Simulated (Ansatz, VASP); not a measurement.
This is a calculation of Hf for VASP 6.6.1.

INCAR

```
SYSTEM = Hf
  PREC = Accurate
  ENCUT = 600
  EDIFF = 1E-6
  ISMEAR = -1
  SIGMA = 0.05
  LREAL = .False.
  LASPH = .True.
  NELM = 80
  ALGO = Normal
  ISIF = 3
  LWAVE = .False.
  LCHARG = .False.
  IBRION = 2
  NSW = 60
  EDIFFG = -0.01
```

Contents of KPOINTS:

```
regular mesh
0
Gamma
  10 10 5
  0 0 0
```

Contents of POSCAR:

```
Hf
1.0
    3.1967000000      0.0000000000      0.0000000000
   -1.5983500000      2.7684234083      0.0000000000
    0.0000000000      0.0000000000      5.0578000000
Hf
2
Direct
    0.6666666667      0.3333333333      0.7500000000
    0.3333333333      0.6666666667      0.2500000000
```

Potentials or basis: VASP PAW LDA potentials, release 64 (Hf_pv).

Run with:

```bash
$ cat potpaw_LDA.64/Hf_pv/POTCAR > POTCAR
$ mpirun -np 1 vasp_std > vasp.out
```

Q: Set up the same calculation for Ansatz 0.2.0. Potentials there: Ansatz PAW.

A: As run (the cutoff follows the program's own potentials):

Contents of input.yaml:

```yaml
crystal:
  lattice:
    - [3.1967, 0.0, 0.0]
    - [-1.59835, 2.7684234083, 0.0]
    - [0.0, 0.0, 5.0578]
  atoms:
    - { symbol: Hf, position: [0.6666666667, 0.3333333333, 0.75] }
    - { symbol: Hf, position: [0.3333333333, 0.6666666667, 0.25] }
hamiltonian:
  xc: lda
  pseudopotentials: { kind: paw }
kpoints:
  mp_grid: { grid: [10, 10, 5] }
scf:
  occupations: { method: fermi_dirac, width: 0.05 }
output:
  forces: true
  stress: true
relax:
  f_tol: 0.01
  max_steps: 40
  cell: { stress_tol: 0.05 }
```

Potentials or basis: Ansatz PAW.

Run with:

```console
$ ansatz run input.yaml --threads 2 --pin off --max-ram 5632MiB --backend cpu --events-out ev --progress --plain --runs-dir out
```

Both were run:

|  | VASP | Ansatz | Ansatz less VASP |
| --- | --- | --- | --- |
| relaxed volume (Å³/atom) | 20.81 | 20.79 | -0.018 |
| relaxed cell length with the largest relative difference (Å) | 3.122 | 3.120 | -0.0021 |

LDA's correlation is that of Perdew and Zunger in VASP and of Perdew and Wang (1992) in Ansatz. VASP's potentials hold 20 valence electrons a cell and Ansatz's 52, so a difference there can come from the potentials and not from the codes.

Spin-orbit coupling is off throughout. Noted on Ansatz's run: the plane-wave basis is chosen anew once the cell has moved, so the energies of steps on either side of that aren't comparable.
